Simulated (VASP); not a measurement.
# Zn (P6_3/mmc) in VASP: further runs

The runs below take Zn through single point, with r2SCAN.

Program: VASP 6.6.1. These are calculated values, not measurements. Logs are shortened: lines on timing, memory, paths and dates and some standing lists are left out, and cuts for length are marked.

### 1 The cell of the first run

Symmetry: P6_3/mmc, No. 194, hexagonal system. The conventional cell has a = 2.585 Å, b = 2.585 Å, c = 4.730 Å, α = 90.00°, β = 90.00°, γ = 120.00°. Within 3.4 Å of Zn (site symmetry -6m2) lie 12 Zn at 2.58 to 2.80 Å.

### 2 Single point, r2SCAN (13.68 Å³/atom)

POSCAR

```
Zn
1.0
    2.5845097999      0.0000000000      0.0000000000
   -1.2922548999      2.2382511431      0.0000000000
    0.0000000000      0.0000000000      4.7304785520
Zn
2
Direct
    0.3333333333      0.6666666667      0.2500000000
    0.6666666667      0.3333333333      0.7500000000
```

INCAR.step1

```
PREC = Accurate
ENCUT = 520
ISMEAR = 0
SIGMA = 0.1
LREAL = F
LASPH = T
NELM = 80
NBANDS = 19
GGA = PE
ALGO = Normal
EDIFF = 1E-4
LWAVE = T
LCHARG = F
```

INCAR.step2

```
PREC = Accurate
ENCUT = 520
EDIFF = 1E-6
ISMEAR = 0
SIGMA = 0.1
LREAL = F
LASPH = T
NELM = 80
ALGO = Normal
ISIF = 2
LWAVE = F
LCHARG = F
METAGGA = R2SCAN
LMIXTAU = T
NBANDS = 19
ISTART = 1
```

KPOINTS

```
Automatic mesh
0
Gamma
  18 18 8
```

Potentials or basis: VASP PAW PBE potentials, release 64 (Zn).

Launch:

```
$ cat potpaw_PBE.64/Zn/POTCAR > POTCAR
$ cp INCAR.step1 INCAR
$ mpirun -np 1 vasp_std > vasp.out
$ cp INCAR.step2 INCAR
$ mpirun -np 1 vasp_std > vasp.out
```

OUTCAR:

```text
PREC = Accurate
   ENCUT = 520
   EDIFF = 1E-6
   ISMEAR = 0
   LREAL = F
   LASPH = T
   NELM = 80
   ISIF = 2
   METAGGA = R2SCAN
   ISTART = 1

 ion  position               nearest neighbor table
   1  0.333  0.667  0.250-   2 2.80   2 2.80   2 2.80   2 2.80   2 2.80   2 2.80
   2  0.667  0.333  0.750-   1 2.80   1 2.80   1 2.80   1 2.80   1 2.80   1 2.80

  LATTYP: Found a hexagonal cell.
 ALAT       =     2.5845097999
 C/A-ratio  =     1.8303194487

  Lattice vectors:

 A1 = (   2.5845097999,   0.0000000000,   0.0000000000)
 A2 = (  -1.2922548999,   2.2382511431,   0.0000000000)
 A3 = (   0.0000000000,   0.0000000000,   4.7304785520)

Analysis of symmetry for initial positions (statically):
=====================================================================
 Subroutine PRICEL returns:
 Original cell was already a primitive cell.

 Routine SETGRP: Setting up the symmetry group for a
 hexagonal supercell.

 Subroutine GETGRP returns: Found 24 space group operations
 (whereof 12 operations were pure point group operations)
 out of a pool of 24 trial point group operations.

The static configuration has the point symmetry D_3d.
 The point group associated with its full space group is D_6h.

Analysis of symmetry for dynamics (positions and initial velocities):
=====================================================================
 Subroutine PRICEL returns:
 Original cell was already a primitive cell.

 Routine SETGRP: Setting up the symmetry group for a
 hexagonal supercell.

 Subroutine GETGRP returns: Found 24 space group operations
 (whereof 12 operations were pure point group operations)
 out of a pool of 24 trial point group operations.

The dynamic configuration has the point symmetry D_3d.
 The point group associated with its full space group is D_6h.

 Subroutine INISYM returns: Found 24 space group operations
 (whereof 12 operations are pure point group operations),
 and found     1 'primitive' translations

----------------------------------------------------------------------------------------

                                     Primitive cell

  volume of cell :      27.3648

  direct lattice vectors                    reciprocal lattice vectors
     2.584509800  0.000000000  0.000000000     0.386920568  0.223388694  0.000000000
    -1.292254900  2.238251143  0.000000000     0.000000000  0.446777388  0.000000000
     0.000000000  0.000000000  4.730478552     0.000000000  0.000000000  0.211395103

  length of vectors
     2.584509800  2.584509800  4.730478552     0.446777388  0.446777388  0.211395103

  position of ions in fractional coordinates (direct lattice)
     0.333333333  0.666666667  0.250000000
     0.666666667  0.333333333  0.750000000

  ion indices of the primitive-cell ions
   primitive index   ion index
                 1           1
                 2           2

----------------------------------------------------------------------------------------

 KPOINTS: Automatic mesh

Automatic generation of k-mesh.
 Grid dimensions read from file:
 generate k-points for:   18   18    8

 Generating k-lattice:

  Cartesian coordinates                     Fractional coordinates (reciprocal lattice)
     0.021495587  0.012410483  0.000000000     0.055555556  0.000000000  0.000000000
     0.000000000  0.024820966  0.000000000     0.000000000  0.055555556  0.000000000
     0.000000000  0.000000000  0.026424388     0.000000000  0.000000000  0.125000000

  Length of vectors
     0.024820966  0.024820966  0.026424388

  Shift w.r.t. Gamma in fractional coordinates (k-lattice)
     0.000000000  0.000000000  0.000000000

 Subroutine IBZKPT returns following result:
 ===========================================

 Found    185 irreducible k-points:

 Following reciprocal coordinates:
            Coordinates               Weight
  0.000000  0.000000  0.000000      1.000000
  0.055556  0.000000  0.000000      6.000000
  0.111111  0.000000  0.000000      6.000000
  0.166667  0.000000  0.000000      6.000000
  0.222222  0.000000  0.000000      6.000000
  0.277778  0.000000  0.000000      6.000000
[... 16 lines left out ...]
  0.333333  0.111111  0.000000     12.000000
  0.388889  0.111111  0.000000     12.000000
 [... further k-points ...]
   k-points           NKPTS =    185   k-points in BZ     NKDIM =    185   number of bands    NBANDS=     19
   number of dos      NEDOS =    301   number of ions     NIONS =      2
   total plane-waves  NPLWV =  14400
   dimension x,y,z NGX =    20 NGY =   20 NGZ =   36
   dimension x,y,z NGXF=    40 NGYF=   40 NGZF=   72
   ions per type =               2
   NGX,Y,Z   is equivalent  to a cutoff of  12.86, 12.86, 12.65 a.u.
   NGXF,Y,Z  is equivalent  to a cutoff of  25.73, 25.73, 25.30 a.u.
 SYSTEM =  unknown system
   PREC   = accura    normal or accurate (medium, high low for compatibility)
   ISTART =      1    job   : 0-new  1-cont  2-samecut
   ICHARG =      0    charge: 1-file 2-atom 10-const
   ISPIN  =      1    spin polarized calculation?
   LNONCOLLINEAR =      F non collinear calculations
   LSORBIT =      F    spin-orbit coupling
   LASPH  =      T    aspherical Exc in radial PAW
   ENCUT  =  520.0 eV  38.22 Ry    6.18 a.u.   4.81  4.81  8.80*2*pi/ulx,y,z
   NELM   =     80;   NELMIN=  2; NELMDL=  0     # of ELM steps
   EDIFF  = 0.1E-05   stopping-criterion for ELM
   LREAL  =      F    real-space projection
   EDIFFG = 0.1E-04   stopping-criterion for IOM
   NSW    =      0    number of steps for IOM
   IBRION =     -1    ionic relax: 0-MD 1-quasi-New 2-CG
   NFREE  =      0    steps in history (QN), initial steepest desc. (CG)
   ISIF   =      2    stress and relaxation
   ISYM   =      2    0-nonsym 1-usesym 2-fastsym
   POTIM  = 0.5000    time-step for ionic-motion
   TEBEG  =    0.0;   TEEND  =   0.0 temperature during run
   PSTRESS=    0.0 pullay stress
   NELECT =      24.0000    total number of electrons
   NUPDOWN=      -1.0000    fix difference up-down
   EMIN   =  10.00;   EMAX   =-10.00  energy-range for DOS
   EFERMI =   0.00;   METHOD = LEGACY
   ISMEAR =     0;   SIGMA  =   0.10  broadening in eV -4-tet -1-fermi 0-gaus
   EFERMI_NEDOS =   21; number of points for ismear=-14 and -15
   IALGO  =     38    algorithm
   IMIX   =      4    mixing-type and parameters
     AMIX     =   0.40;   BMIX     =  1.00
     AMIX_MAG =   1.60;   BMIX_MAG =  1.00
  volume/ion in A,a.u.               =      13.68        92.33
  Fermi-wavevector in a.u.,A,eV,Ry     =   1.567044  2.961284 33.410837  2.455627
  Thomas-Fermi vector in A             =   2.669282
   LORBIT       =      0    0 simple, 1 ext, 2 COOP (PROOUT), +10 PAW based schemes
   METAGGA = R2SCAN    functional components
   LHFCALC =     F    Hartree Fock is set to
   AEXX    =    0.0000 exact exchange contribution
   IVDW    =     0    specifies the selected vdW correction
   LEPSILON=     F    determine dielectric tensor
   LRPA    =     F    only Hartree local field effects (RPA)
 non-spin polarized calculation
 Gauss-broadening in eV      SIGMA  =   0.10
  energy-cutoff  :      520.00
  volume of cell :       27.36
 maximum number of plane-waves:       752
 NGX is ok and might be reduce to    20
   NGX =  9   NGY =  9   NGZ = 17

 number of electron      23.9999995 magnetization

 Free energy of the ion-electron system (eV)
  ---------------------------------------------------
  ext. energy  EPLUGINS =         0.00000000
  ---------------------------------------------------
  free energy    TOTEN  =       -17.77773661 eV

  energy without entropy =      -17.77588039  energy(sigma->0) =      -17.77680850

 E-fermi :   3.9048     XC(G=0): -13.2930

 val. band max:        3.8817057842   @ k =   0.3333   0.3333   0.1250
 cond. band min:       3.9256818918   @ k =   0.3333   0.1667   0.1250
 fundamental gap:      0.0439761076
 Fermi energy:         3.9048381003

 k-point     1 :       0.0000    0.0000    0.0000
  band No.  band energies     occupation
      1      -8.0014      2.00000
      2      -5.6936      2.00000
      3      -4.7802      2.00000
      4      -4.5111      2.00000
      5      -4.5110      2.00000
      6      -4.4432      2.00000
[... 11 lines left out ...]
     18      24.7590      0.00000
     19      24.9753      0.00000

 k-point     2 :       0.0556    0.0000    0.0000
  band No.  band energies     occupation
      1      -7.8993      2.00000
      2      -5.6465      2.00000
      3      -4.7698      2.00000
      4      -4.5220      2.00000
      5      -4.4852      2.00000
      6      -4.4556      2.00000
[... 11 lines left out ...]
     18      23.9918      0.00000
     19      26.1640      0.00000

 k-point     3 :       0.1111    0.0000    0.0000
  band No.  band energies     occupation
      1      -7.5966      2.00000
      2      -5.5170      2.00000
      3      -4.7482      2.00000
      4      -4.5461      2.00000
      5      -4.4816      2.00000
      6      -4.4101      2.00000
[... 11 lines left out ...]
     18      23.4229      0.00000
     19      25.3797      0.00000

 k-point     4 :       0.1667    0.0000    0.0000
  band No.  band energies     occupation
      1      -7.1077      2.00000
      2      -5.3462      2.00000
      3      -4.7377      2.00000
      4      -4.5813      2.00000
      5      -4.4591      2.00000
      6      -4.3861      2.00000
[... 407 lines left out ...]
     18      19.5101      0.00000
     19      20.2827      0.00000

 k-point    23 :       0.3333    0.1111    0.0000
  band No.  band energies     occupation
      1      -5.2693      2.00000
      2      -5.1850      2.00000
      3      -5.0529      2.00000
      4      -4.5059      2.00000
      5      -4.4217      2.00000
      6      -4.3440      2.00000
[... 11 lines left out ...]
     18      18.9825      0.00000
     19      19.8226      0.00000

 k-point    24 :       0.3889    0.1111    0.0000
  band No.  band energies     occupation
      1      -5.3115      2.00000
      2      -5.2034      2.00000
      3      -5.1087      2.00000
      4      -4.5233      2.00000
      5      -4.3918      2.00000
      6      -4.3628      2.00000
[... 11 lines left out ...]
     18      18.6566      0.00000
     19      19.5451      0.00000

 [... further k-points ...]

------------------------ aborting loop because EDIFF is reached ----------------------------------------

  FORCE on cell =-STRESS in cart. coord.  units (eV):
  Direction    XX          YY          ZZ          XY          YZ          ZX
  --------------------------------------------------------------------------------------
  -------------------------------------------------------------------------------------
  Total        0.9493089      0.9493089      0.8507622      0.0000000     -0.0000000      0.0000000
  in kB       55.5809624     55.5809624     49.8111637      0.0000000     -0.0000000      0.0000000
  external PRESSURE =      53.6576961 kB  Pullay stress =       0.0000000 kB

 VOLUME and BASIS-vectors are now :
 -----------------------------------------------------------------------------
  energy-cutoff  :      520.00
  volume of cell :       27.36
      direct lattice vectors                 reciprocal lattice vectors
     2.584509800  0.000000000  0.000000000     0.386920568  0.223388694  0.000000000
    -1.292254900  2.238251143  0.000000000     0.000000000  0.446777388  0.000000000
     0.000000000  0.000000000  4.730478552     0.000000000  0.000000000  0.211395103

 POSITION                                       TOTAL-FORCE (eV/Angst)
 -----------------------------------------------------------------------------------
     -0.00000      1.49217      1.18262         0.000000     -0.000000      0.000000
      1.29225      0.74608      3.54786         0.000000      0.000000      0.000000
 -----------------------------------------------------------------------------------
    total drift:                               -0.000000      0.000000     -0.000000

  FREE ENERGIE OF THE ION-ELECTRON SYSTEM (eV)
  ---------------------------------------------------
  free  energy   TOTEN  =       -17.7777366090 eV

  energy  without entropy=      -17.7758803868  energy(sigma->0) =      -17.77680850
```

Run time: 2.1 min. Hardware: 1 thread of Intel Xeon 6975P-C (Granite Rapids), shared host; peak memory 0.2 GiB.

Results:

- Free energy: -17.7777 eV
- Pressure: 5.4 GPa
- Band gap on the k mesh: zero (bands 12 and 13 overlap by 4.51 eV)

Caveat: the cell stands under pressure; the PAW data sets were made with another functional, which shifts forces and pressure a little.

### 3 Single point, r2SCAN (14.12 Å³/atom)

This run uses another cell than the first one, of 14.12 Å³/atom.

POSCAR

```
Zn
1.0
    2.5920813692      0.0000000000      0.0000000000
   -1.2960406846      2.2448083144      0.0000000000
    0.0000000000      0.0000000000      4.8529751091
Zn
2
Direct
    0.3333333333      0.6666666667      0.2500000000
    0.6666666667      0.3333333333      0.7500000000
```

INCAR.step1

```
SYSTEM = Zn
PREC     = Accurate       ! precision mode
ENCUT    = 520            ! plane-wave cutoff, eV
ISMEAR   = 0              ! smearing method
SIGMA    = 0.1            ! smearing width, eV
LREAL    = .False.        ! projectors in reciprocal space
LASPH    = .True.         ! aspherical terms in the spheres
NELM     = 100            ! most SCF steps
NBANDS   = 19             ! bands
GGA      = PE             ! functional
ALGO     = Normal         ! electronic algorithm
EDIFF    = 1E-4           ! SCF threshold, eV
LWAVE    = .True.         ! write WAVECAR
LCHARG   = .False.        ! write CHGCAR
```

INCAR.step2

```
SYSTEM = Zn
PREC     = Accurate       ! precision mode
ENCUT    = 520            ! plane-wave cutoff, eV
EDIFF    = 1E-6           ! SCF threshold, eV
ISMEAR   = 0              ! smearing method
SIGMA    = 0.1            ! smearing width, eV
LREAL    = .False.        ! projectors in reciprocal space
LASPH    = .True.         ! aspherical terms in the spheres
NELM     = 100            ! most SCF steps
ALGO     = Normal         ! electronic algorithm
ISIF     = 2              ! what is computed and relaxed
LWAVE    = .False.        ! write WAVECAR
LCHARG   = .False.        ! write CHGCAR
METAGGA  = R2SCAN         ! meta-GGA
LMIXTAU  = .True.       
NBANDS   = 19             ! bands
ISTART   = 1
```

KPOINTS

```
regular mesh
0
Gamma
  18 18 8
  0 0 0
```

Potentials or basis: VASP PAW PBE potentials, release 64 (Zn).

Launch:

```
$ cat potpaw_PBE.64/Zn/POTCAR > POTCAR
$ cp INCAR.step1 INCAR
$ mpirun -np 1 vasp_std > vasp.out
$ cp INCAR.step2 INCAR
$ mpirun -np 1 vasp_std > vasp.out
```

It took 2.1 min on 1 thread of Intel Xeon 6975P-C (Granite Rapids), shared host; peak memory 0.2 GiB.

Results (log left out):

| Item | Value |
| --- | --- |
| Free energy | -17.7973 eV |
| Pressure | 2.6 GPa |
| Band gap on the k mesh | zero (bands 12 and 13 overlap by 4.91 eV) |

Stress tensor (GPa, compression positive):
```
2.63 0.00 0.00
0.00 2.63 0.00
0.00 0.00 2.43
```

Levels at points of the mesh, in eV from the Fermi level:
```tsv
k point	band 9	band 10	band 11	band 12	band 13	band 14	band 15	band 16
(0.00, 0.00, 0.00)	-7.90	-7.67	-7.67	-4.39	-3.32	14.62	18.32	19.52
(0.50, 0.00, 0.00)	-7.45	-7.43	-3.37	-2.40	2.81	3.69	4.72	5.96
(0.00, 0.00, 0.50)	-7.77	-7.77	-7.77	-7.77	4.76	4.76	21.00	21.00
(0.50, 0.00, 0.50)	-7.44	-7.44	-2.38	-2.38	0.31	0.31	11.01	11.01
```

Caveat: the PAW data sets were made with another functional, which shifts forces and pressure a little.

### 4 Single point, r2SCAN

This run uses another cell than the first one, of 14.56 Å³/atom.

POSCAR

```
Zn
1.0
    2.5953344779      0.0000000000      0.0000000000
   -1.2976672390      2.2476255892      0.0000000000
    0.0000000000      0.0000000000      4.9905328455
Zn
2
Direct
    0.3333333333      0.6666666667      0.2500000000
    0.6666666667      0.3333333333      0.7500000000
```

INCAR.step1

```
PREC = Accurate ; ENCUT = 520
ISMEAR = 0 ; SIGMA = 0.1
LREAL = False ; LASPH = True
NELM = 80 ; NBANDS = 19
GGA = PE ; ALGO = Normal
EDIFF = 1E-4 ; LWAVE = True
LCHARG = False
```

INCAR.step2

```
PREC = Accurate ; ENCUT = 520
EDIFF = 1E-6 ; ISMEAR = 0
SIGMA = 0.1 ; LREAL = False
LASPH = True ; NELM = 80
ALGO = Normal ; ISIF = 2
LWAVE = False ; LCHARG = False
METAGGA = R2SCAN ; LMIXTAU = True
NBANDS = 19 ; ISTART = 1
```

KPOINTS

```
regular mesh
0
Gamma
  18 18 8
```

Launch:

```
$ cat potpaw_PBE.64/Zn/POTCAR > POTCAR
$ cp INCAR.step1 INCAR
$ mpirun -np 1 vasp_std > vasp.out
$ cp INCAR.step2 INCAR
$ mpirun -np 1 vasp_std > vasp.out
```

Wall time 2.3 min (1 thread of Intel Xeon 6975P-C (Granite Rapids), shared host); peak memory 0.2 GiB.

It converged, with:

```
Free energy            : -17.8028 eV
Pressure               : 0.5 GPa
Band gap on the k mesh : zero (bands 12 and 13 overlap by 5.31 eV)
```

Stress tensor (GPa, compression positive):
```
0.61 0.00 0.00
0.00 0.61 0.00
0.00 0.00 0.26
```

Levels at points of the mesh, in eV from the Fermi level:
| k point | band 10 | band 11 | band 12 | band 13 | band 14 | band 15 |
| --- | --- | --- | --- | --- | --- | --- |
| (0.00, 0.00, 0.00) | -7.52 | -7.52 | -4.21 | -3.56 | 13.49 | 17.34 |
| (0.50, 0.00, 0.00) | -7.26 | -3.06 | -2.13 | 2.67 | 3.80 | 4.48 |
| (0.00, 0.00, 0.50) | -7.60 | -7.60 | -7.60 | 4.24 | 4.24 | 21.17 |
| (0.50, 0.00, 0.50) | -7.27 | -2.12 | -2.12 | 0.46 | 0.46 | 10.55 |

Caveat: the PAW data sets were made with another functional, which shifts forces and pressure a little.

### 5 The runs side by side

| cell | gap on the mesh (eV) | pressure (GPa) |
| --- | --- | --- |
| a = 2.585, b = 2.585, c = 4.730 Å, angles 90.0, 90.0, 120.0°, 2 atoms | none | 5.4 |
| a = 2.592, b = 2.592, c = 4.853 Å, angles 90.0, 90.0, 120.0°, 2 atoms | none | 2.6 |
| a = 2.595, b = 2.595, c = 4.991 Å, angles 90.0, 90.0, 120.0°, 2 atoms | none | 0.5 |

Alike in all rows: task single point; level r2SCAN; potentials or basis VASP PAW PBE potentials, release 64 (Zn); no spin polarisation; k mesh 18 × 18 × 8; cutoff (eV) 520; smearing gaussian 0.1 eV.

Caveats: the PAW data sets were made with another functional, which shifts forces and pressure a little; the cell stands under pressure (at least some runs).

Absolute energies hang on the potentials; compare differences alone.

The gap in the log of VASP goes by the Fermi energy; the results here count the filled bands.